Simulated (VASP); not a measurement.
Wanted: the native input for a VASP 6.6.1 run.

```
Task                   : single point
Functional             : LDA
Potentials or basis    : VASP PAW LDA potentials, release 64 (Zn)
Cutoff                 : 520 eV
k mesh                 : 14 × 14 × 14
Occupations            : fermi-dirac, width 0.1 eV
Spin                   : no spin polarisation
Dipole correction      : no
Further INCAR settings : ALGO = Normal; EDIFF = 1e-06; NBANDS = 12
```

The structure of Zn lies in POSCAR:

```
Zn
1.0
    2.5881421856      0.0000000000      0.0000000000
    0.0000000000      2.5881421856      0.0000000000
    0.0000000000      0.0000000000      2.5881421856
Zn
1
Direct
    0.0000000000      0.0000000000      0.0000000000
```

This cell differs from its parent crystal: volume scaled by 1.08.

The input as run:

INCAR

```
SYSTEM = Zn
PREC = Accurate
ENCUT = 520
EDIFF = 1E-6
ISMEAR = -1
SIGMA = 0.1
LREAL = .FALSE.
LASPH = .TRUE.
NELM = 100
ALGO = Normal
ISIF = 2
LWAVE = .FALSE.
LCHARG = .FALSE.
NBANDS = 12
```

KPOINTS

```
Automatic mesh
0
G
  14 14 14
  0 0 0
```

Potentials or basis: VASP PAW LDA potentials, release 64 (Zn).

Command:

```console
$ cat potpaw_LDA.64/Zn/POTCAR > POTCAR
$ mpirun -np 1 vasp_std > vasp.out
```

It gave:

* Pressure: -3.9 GPa
* Band gap on the k mesh: zero (band 6 reaches 7.41 eV, above the bottom of band 7 at -1.10 eV)

Run time: 12 s on 1 thread of Intel(R) Xeon(R) Platinum 8488C (Sapphire Rapids), on a shared host, peak memory 0.13 GiB.
